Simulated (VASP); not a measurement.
Write the native input for VASP 6.6.1 that does the following.

```yaml
Task: single point
Functional: PBE
Potentials_or_basis: VASP PAW PBE potentials, release 64 (Na_pv, S)
Cutoff: 500 eV
k_mesh: 4 × 4 × 4
Occupations: gaussian, width 0.01 eV
Spin: no spin polarisation
Dipole_correction: no
Further_INCAR_settings: ALGO = Normal; EDIFF = 1e-06; NBANDS = 17
```

The structure of Na2S lies in POSCAR:

```
Na2S
1.0
    0.0000000000      3.2554286135      3.2554286135
    3.2554286135      0.0000000000      3.2554286135
    3.2554286135      3.2554286135      0.0000000000
Na S
2 1
Direct
    0.2500000000      0.2500000000      0.2500000000
    0.7500000000      0.7500000000      0.7500000000
    0.0000000000      0.0000000000      0.0000000000
```

The input as run:

INCAR

```
SYSTEM = Na2S
ALGO = Normal ; EDIFF = 1E-6
ENCUT = 500 ; GGA = PE
GGA_COMPAT = .False. ; ISIF = 2
ISMEAR = 0 ; LASPH = .True.
LCHARG = .True. ; LELF = .True.
LREAL = .False. ; LVHAR = .True.
LWAVE = .False. ; NBANDS = 17
NELM = 120 ; PREC = Accurate
SIGMA = 0.01
```

KPOINTS

```
k-points
0
Gamma
  4 4 4
  0 0 0
```

Potentials or basis: VASP PAW PBE potentials, release 64 (Na_pv, S).

Command:

```bash
$ cat potpaw_PBE.64/Na_pv/POTCAR potpaw_PBE.64/S/POTCAR > POTCAR
$ mpirun -np 1 vasp_std > vasp.out
```

It gave:

```yaml
Pressure: 0.9 GPa
Band_gap_on_the_k_mesh: 2.53 eV
```

Wall time 6 s on 1 thread of Intel(R) Xeon(R) 6975P-C (Granite Rapids), with other jobs on the host, peak memory 0.19 GiB.
